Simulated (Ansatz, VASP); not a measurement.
**Pt: VASP beside Ansatz**

```
Pt
1.0
     2.78366    0.00000    0.00000
    -1.39183    2.41072    0.00000
     0.00000    0.00000    6.83449
Pt
3
Direct
  0.00000 0.00000 0.00000
  0.33333 0.66667 0.33333
  0.66667 0.33333 0.66667
```

Alike in both runs: functional r2SCAN; k mesh 18 × 18 × 8; occupations methfessel-paxton of order 1, width 0.1 eV; no spin polarisation.

Ansatz relaxed the structure, and its values are those at the end. VASP's run is a single point on that final structure, the one shown.

|  | VASP | Ansatz |
| --- | --- | --- |
| version | VASP 6.6.1 | Ansatz 0.2.0 |
| potentials or method | VASP PAW PBE potentials, release 64 (Pt) | scalar-relativistic, plane waves, PAW |
| plane-wave cutoff (eV) | 520 | 500 |
| valence electrons in the cell | 30 | 54 |

Ansatz gave:

```
gap on the k mesh at the Fermi level (eV) : none
pressure (GPa)                            : 0.0
```

**Question.** What did VASP give for the same quantities?

**Answer.** gap on the k mesh at the Fermi level (eV): none; pressure (GPa): 0.7.

VASP's potentials were made for PBE, not for r2SCAN. A gap of «none» marks a metal or a gap that the smearing closes. VASP's potentials hold 30 valence electrons a cell and Ansatz's 54, so a difference there can come from the potentials and not from the codes.

Neither program's run includes spin-orbit coupling.
